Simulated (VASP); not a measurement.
A run of VASP 6.6.1 is set up as follows.

File INCAR:

```
PREC     = Accurate       # precision mode
ENCUT    = 520            # plane-wave cutoff, eV
EDIFF    = 1E-7           # SCF threshold, eV
ISMEAR   = 0              # smearing method
SIGMA    = 0.01           # smearing width, eV
LREAL    = F              # projectors in reciprocal space
LASPH    = T              # aspherical terms in the spheres
NELM     = 100            # most SCF steps
ALGO     = Normal         # electronic algorithm
ISIF     = 2              # what is computed and relaxed
LWAVE    = F              # write WAVECAR
LCHARG   = F              # write CHGCAR
GGA      = PS             # functional
NBANDS   = 26             # bands
```

The input KPOINTS:

```
regular mesh
0
Gamma
  6 6 4
```

POSCAR

```
CuI
1.0
    3.9197028803      0.0000000000      0.0000000000
    0.0000000000      3.9197028803      0.0000000000
    0.0000000000      0.0000000000      5.5056484366
Cu I
2 2
Direct
    0.0000000000      0.0000000000      0.0000000000
    0.5000000000      0.5000000000      0.0000000000
    0.0000000000      0.5000000000      0.2913000000
    0.5000000000      0.0000000000      0.7087000000
```

Potentials or basis: VASP PAW PBE potentials, release 64 (Cu, I).

Run with:

```sh
$ cat potpaw_PBE.64/Cu/POTCAR potpaw_PBE.64/I/POTCAR > POTCAR
$ mpirun -np 1 vasp_std > vasp.out
```

**Question.** Predict the pressure.

**Answer.** 9.3 GPa.

**Question.** Estimate the largest force.

**Answer.** 0.695 eV/Å.

**Question.** What does it give for the band gap on the k mesh?

**Answer.** 1.64 eV.

Forces on the atoms (eV/Å):
```
Cu   0.000  0.000  0.000
Cu   0.000  0.000  0.000
I    0.000  0.000  0.695
I    0.000  0.000 -0.695
```

Caveat: the cell stands under pressure; the PAW data sets were made with another functional, which shifts forces and pressure a little; spin-orbit coupling is left out, which moves the levels of the heavy elements. PBEsol gaps usually lie below the measured ones, often by a third to a half.
